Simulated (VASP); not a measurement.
# CS2 (Cmce) in VASP: notebook, part 3 of 3

VASP 6.6.1. Earlier steps stand in the parts before.

## (5) Relaxation of cell and atoms, PBEsol, target pressure 30 GPa, at which the enthalpy is minimised

This run uses another cell than the first one, of 35.85 Å³/atom.

INCAR

```
  ALGO = Normal
  EDIFF = 1E-7
  EDIFFG = -0.01
  ENCUT = 600
  GGA = PS
  IBRION = 2
  ISIF = 3
  ISMEAR = -1
  LASPH = T
  LCHARG = F
  LREAL = F
  LWAVE = F
  NELM = 80
  NSW = 60
  PREC = Accurate
  PSTRESS = 300.0
  SIGMA = 0.05
```

KPOINTS

```
k-points
0
Gamma
  6 6 3
```

POSCAR

```
CS2
1.0
    3.6457880000     -2.9943140000      0.0000000000
    3.6457880000      2.9943140000      0.0000000000
    0.0000000000      0.0000000000      9.8512570000
S C
4 2
Direct
    0.1815210000      0.8184790000      0.8868670000
    0.3184790000      0.6815210000      0.3868670000
    0.6815210000      0.3184790000      0.6131330000
    0.8184790000      0.1815210000      0.1131330000
    0.5000000000      0.5000000000      0.5000000000
    0.0000000000      0.0000000000      0.0000000000
```

Potentials or basis: VASP PAW PBE potentials, release 64 (S, C).

Run with:

```
cat potpaw_PBE.64/S/POTCAR potpaw_PBE.64/C/POTCAR > POTCAR
mpirun -np 1 vasp_std > vasp.out
```

OUTCAR:

```text
EDIFF = 1E-7
   EDIFFG = -0.01
   ENCUT = 600
   GGA = PS
   IBRION = 2
   ISIF = 3
   ISMEAR = -1
   LASPH = T
   LREAL = F
   NELM = 80
   NSW = 60
   PREC = Accurate
   PSTRESS = 300.0

 ion  position               nearest neighbor table
   1  0.182  0.818  0.887-   6 1.56
   2  0.318  0.682  0.387-   5 1.56
   3  0.682  0.318  0.613-   5 1.56
   4  0.818  0.182  0.113-   6 1.56
   5  0.500  0.500  0.500-   2 1.56   3 1.56
   6  0.000  0.000  0.000-   1 1.56   4 1.56

  LATTYP: Found a base centered orthorhombic cell.
 ALAT       =     5.9886280000
 B/A-ratio  =     1.2175703684
 C/A-ratio  =     1.6449939786

  Lattice vectors:

 A1 = (  -3.6457880000,  -2.9943140000,   0.0000000000)
 A2 = (   3.6457880000,  -2.9943140000,   0.0000000000)
 A3 = (   0.0000000000,   0.0000000000,   9.8512570000)

Analysis of symmetry for initial positions (statically):
=====================================================================
 Subroutine PRICEL returns:
 Original cell was already a primitive cell.

 Routine SETGRP: Setting up the symmetry group for a
 base centered orthorhombic supercell.

 Subroutine GETGRP returns: Found  8 space group operations
 (whereof  4 operations were pure point group operations)
 out of a pool of  8 trial point group operations.

[... 149 lines left out ...]
   GGA     = PS    functional components
   LHFCALC =     F    Hartree Fock is set to
   AEXX    =    0.0000 exact exchange contribution
   IVDW    =     0    specifies the selected vdW correction
   LEPSILON=     F    determine dielectric tensor
   LRPA    =     F    only Hartree local field effects (RPA)
 conjugate gradient relaxation of ions
 non-spin polarized calculation
  energy-cutoff  :      600.00
  volume of cell :      215.09
 maximum number of plane-waves:      7210
 NGX is ok and might be reduce to    40
   NGX = 19   NGY = 19   NGZ = 39

--------------------------------------- Ionic step        1  -------------------------------------------

 number of electron      31.9999998 magnetization

 Free energy of the ion-electron system (eV)
  ---------------------------------------------------
  ext. energy  EPLUGINS =         0.00000000
  ---------------------------------------------------
  free energy    TOTEN  =       -34.59816833 eV

  energy without entropy =      -34.59816833  energy(sigma->0) =      -34.59816833

 E-fermi :  -1.0991     XC(G=0):  -6.2807

 val. band max:       -2.1771571501   @ k =   0.5000   0.5000   0.0000
 cond. band min:       1.2545595056   @ k =   0.5000   0.5000   0.0000
 fundamental gap:      3.4317166558
 Fermi energy:        -1.0991493455
[... 1233 lines left out ...]
     19       4.0319      0.00000
     20       4.2610      0.00000

 [... further k-points ...]

[... ionic steps 4 to 29 ...]

--------------------------------------- Ionic step       30  -------------------------------------------

 number of electron      32.0000000 magnetization

------------------------ aborting loop because EDIFF is reached ----------------------------------------
[... 79 lines left out ...]
--------------------------------------- Ionic step       32  -------------------------------------------

 number of electron      32.0000000 magnetization

 Free energy of the ion-electron system (eV)
  ---------------------------------------------------
  ext. energy  EPLUGINS =         0.00000000
  ---------------------------------------------------
  free energy    TOTEN  =       -30.80750693 eV

  energy without entropy =      -30.80175321  energy(sigma->0) =      -30.80463007

 E-fermi :   8.2393     XC(G=0): -11.6251

 val. band max:        8.2064576918   @ k =   0.1667   0.1667   0.0000
 cond. band min:       8.3904044343   @ k =  -0.3333   0.3333   0.0000
 fundamental gap:      0.1839467425
 Fermi energy:         8.2393458219
[... 589 lines left out ...]
  energy  without entropy=      -30.8017532140  energy(sigma->0) =      -30.80463007

  enthalpy is  TOTEN    =       -17.2360608867 eV   P V=       13.5714460433

 reached required accuracy - stopping structural energy minimisation
```

OSZICAR:

```text
N       E                     dE             d eps       ncg     rms          rms(c)
DAV:   1     0.214827113276E+03    0.21483E+03   -0.13370E+04  1040   0.143E+03
DAV:   2    -0.118984127146E+02   -0.22673E+03   -0.22131E+03  1508   0.237E+02
DAV:   3    -0.361336804709E+02   -0.24235E+02   -0.24009E+02  1256   0.883E+01
[... 348 lines left out ...]
DAV:   1    -0.308075070882E+02   -0.56102E-03   -0.55916E-04  1040   0.141E-01    0.133E-02
DAV:   2    -0.308075076837E+02   -0.59553E-06   -0.25339E-05  1188   0.350E-02    0.610E-03
DAV:   3    -0.308075070601E+02    0.62360E-06   -0.83555E-07  1272   0.676E-03    0.291E-03
DAV:   4    -0.308075069089E+02    0.15117E-06   -0.37497E-07   920   0.390E-03    0.100E-03
DAV:   5    -0.308075069300E+02   -0.21059E-07   -0.50609E-08   576   0.152E-03
  32 F= -.17236061E+02 E0= -.17233184E+02  d E =-.173864E-04
```

CONTCAR:

```text
CS2
   1.00000000000000
     2.2572144256288373   -2.2143647283371712   -0.0000000000000000
     2.2572144256288373    2.2143647283371712    0.0000000000000000
     0.0000000000000000   -0.0000000000000000    7.2504253280722279
  S               C
     4     2
Direct
     0.2647700700387970    0.7352299299611956    0.8583254721962820
     0.2352299299612031    0.7647700700388044    0.3583254721962824
     0.7647700700388044    0.2352299299612031    0.6416745278037180
     0.7352299299611957    0.2647700700387971    0.1416745278037178
     0.5000000000000000    0.5000000000000000    0.5000000000000000
     0.0000000000000000    0.0000000000000000    0.0000000000000000

  0.00000000E+00  0.00000000E+00  0.00000000E+00
  0.00000000E+00  0.00000000E+00  0.00000000E+00
  0.00000000E+00  0.00000000E+00  0.00000000E+00
  0.00000000E+00  0.00000000E+00  0.00000000E+00
  0.00000000E+00  0.00000000E+00  0.00000000E+00
  0.00000000E+00  0.00000000E+00  0.00000000E+00
```

Wall time 45 min (1 thread of Oxide Virtual Turin-like, shared host); peak memory 0.41 GiB.

Results:

| Quantity | Value |
| --- | --- |
| Free energy | -30.8075 eV |
| Relaxed volume | 12.08 Å³/atom |
| Relaxed cell | a = 3.162 Å, b = 3.162 Å, c = 7.250 Å, α = 90.00°, β = 90.00°, γ = 88.90° |
| Space group after relaxing (to 0.1 Å) | Cmce (No. 64) |
| Energy change on relaxing (the run minimises the enthalpy) | +631.8 meV/atom |
| Ionic steps | 32 |
| Pressure after relaxing | 30.0 GPa |
| Largest force after relaxing | 0.008 eV/Å |
| Band gap on the k mesh | zero (bands 16 and 17 overlap by 1.40 eV) |

Forces in eV/Å, atoms in the order of the input:
```
S    0.000  0.008  0.000
S    0.000 -0.008  0.000
S    0.000  0.008  0.000
S    0.000 -0.008  0.000
C    0.000  0.000  0.000
C    0.000  0.000  0.000
```

Stress tensor (GPa, compression positive):
```
29.93  0.00  0.00
 0.00 30.03  0.00
 0.00  0.00 29.98
```

The path:
```
step  energy change (eV)  largest force (eV/Å)  pressure (GPa)  volume (Å³)
   1              0.0000                0.1384           -0.43       215.09
   2             79.8693              115.8036          425.99        65.13
   3              1.9740                9.1051           16.60       166.32
   4              3.2356               12.2375           23.42       156.32
   5              1.2816                1.7526           17.12        94.29
   6              3.2888                0.2438           25.96        76.02
   7              3.6210                0.3388           27.78        74.18
   8              3.9772                0.5882           34.11        72.22
   9              3.8412                0.3809           31.77        72.91
  10              3.8371                0.3370           31.52        72.79
  11              3.8588                0.3069           31.00        72.40
  12              4.0813                0.5802           31.17        71.47
  13              3.8962                0.3348           31.18        72.16
  14              3.7174                0.2620           28.88        72.98
  15              3.6419                0.2645           27.81        73.37
  16              3.7094                0.2838           30.60        72.98
  17              3.6859                0.1216           29.75        73.09
  18              3.7125                0.0965           29.78        72.94
  19              3.7954                0.0381           29.85        72.48
  20              3.8248                0.0467           29.88        72.32
  21              3.8664                0.0754           30.71        72.09
  22              3.8733                0.0862           30.84        72.05
  23              3.8675                0.0478           30.66        72.08
  24              3.8560                0.0392           30.28        72.13
  25              3.8544                0.0515           30.22        72.14
  26              3.8441                0.0405           30.20        72.20
  27              3.8177                0.0126           30.16        72.34
  28              3.7659                0.0448           30.07        72.61
  29              3.7989                0.0087           30.13        72.44
  30              3.7854                0.0237           29.85        72.51
  31              3.7912                0.0107           29.97        72.48
  32              3.7907                0.0079           29.98        72.48
```

Final structure:
```
CELL_PARAMETERS angstrom
2.25721 -2.21436 0.00000
2.25721 2.21436 0.00000
0.00000 0.00000 7.25043
ATOMIC_POSITIONS crystal
S 0.26477 0.73523 0.85833
S 0.23523 0.76477 0.35833
S 0.76477 0.23523 0.64167
S 0.73523 0.26477 0.14167
C 0.50000 0.50000 0.50000
C 0.00000 0.00000 0.00000
```

Levels at points of the mesh, in eV from the Fermi level:
| k point | band 13 | band 14 | band 15 | band 16 | band 17 | band 18 | band 19 | band 20 |
| --- | --- | --- | --- | --- | --- | --- | --- | --- |
| (0.00, 0.00, 0.00) | -2.67 | -2.02 | -1.93 | -1.13 | -0.81 | 0.38 | 2.27 | 3.67 |
| (0.50, 0.00, 0.00) | -1.84 | -1.84 | -1.15 | -1.15 | 1.37 | 1.37 | 3.38 | 3.38 |
| (0.50, 0.50, 0.00) | -4.28 | -3.98 | -2.48 | -0.28 | -0.18 | 1.30 | 2.77 | 3.61 |

Caveat: the cell is relaxed towards a set pressure, so the run minimises the enthalpy, not the energy; the volume moved by over 15 % at a fixed basis, so the end points are rough; this functional lacks dispersion, which holds the molecules together, so the pressure and a relaxed volume are unreliable; the PAW data sets were made with another functional, which shifts forces and pressure a little.

## (6) The runs side by side

| task | cell | k mesh | cutoff (eV) | gap on the mesh (eV) | pressure (GPa) | largest force (eV/Å) |
| --- | --- | --- | --- | --- | --- | --- |
| single point | a = 4.718, b = 4.718, c = 10.245 Å, angles 90.0, 90.0, 78.8°, 6 atoms, atomic positions A | 5 × 5 × 3 | 520 | 3.41 | -2.7 | 1.64 |
| single point | a = 4.186, b = 4.186, c = 9.465 Å, angles 90.0, 90.0, 84.8°, 6 atoms, atomic positions B | 6 × 6 × 3 | 520 | 2.93 | -0.5 | 0.21 |
| relaxation of cell and atoms | relaxed to 20 GPa from a = 4.718, b = 4.718, c = 9.851 Å, angles 90.0, 90.0, 78.8°, 6 atoms, atomic positions A | 6 × 6 × 3 | 600 | none | 20.0 | 0.01 |
| relaxation of cell and atoms | relaxed to 30 GPa from a = 4.718, b = 4.718, c = 9.851 Å, angles 90.0, 90.0, 78.8°, 6 atoms, atomic positions A | 6 × 6 × 3 | 600 | none | 30.0 | 0.01 |

Alike in all rows: level PBEsol; potentials or basis VASP PAW PBE potentials, release 64 (S, C); no spin polarisation; smearing fermi-dirac 0.05 eV.

Caveats: this functional lacks dispersion, which holds the molecules together, so the pressure and a relaxed volume are unreliable; the PAW data sets were made with another functional, which shifts forces and pressure a little; the cell is relaxed towards a set pressure, so the run minimises the enthalpy, not the energy (at least some runs); the volume moved by over 15 % at a fixed basis, so the end points are rough (at least some runs); semilocal functionals underestimate gaps, and a narrow one can read as zero (at least some runs).

Total energies depend on the potentials used, so only differences within one code and one set of settings carry meaning.

The gap in the log of VASP goes by the Fermi energy; the results here count the filled bands.